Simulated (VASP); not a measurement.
**BiTe: single point with revPBE**

BiTe:

```xyz
2
Lattice="0.0000 3.2350 3.2350 3.2350 0.0000 3.2350 3.2350 3.2350 0.0000" Properties=species:S:1:pos:R:3 pbc="T T T"
Bi    0.0000    0.0000    0.0000
Te    3.2350    3.2350    3.2350
```

```yaml
Program: VASP 6.6.1
Task: single point
Functional: revPBE
Potentials_or_basis: VASP PAW PBE potentials, release 64 (Bi_d, Te)
Cutoff: 520 eV
k_mesh: 7 × 7 × 7
Occupations: fermi-dirac, width 0.05 eV
Spin: no spin polarisation
Dipole_correction: no
Further_INCAR_settings: ALGO = Normal; EDIFF = 1e-07; NBANDS = 18
```

```json
{
  "Pressure": "1.8 GPa"
}
```

Levels at points of the mesh, in eV from the Fermi level:
```
           k point  band 8  band 9  band 10  band 11  band 12  band 13
(0.00, 0.00, 0.00)   -2.60   -2.60    -2.60     2.12     2.12     2.12
```

Run time: 12 s on 1 thread of Intel(R) Xeon(R) 6975P-C (Granite Rapids) (shared host), peak memory 0.21 GiB.

Caveat: the PAW data sets were made with another functional, which shifts forces and pressure a little; spin-orbit coupling is left out, which moves the levels of the heavy elements.
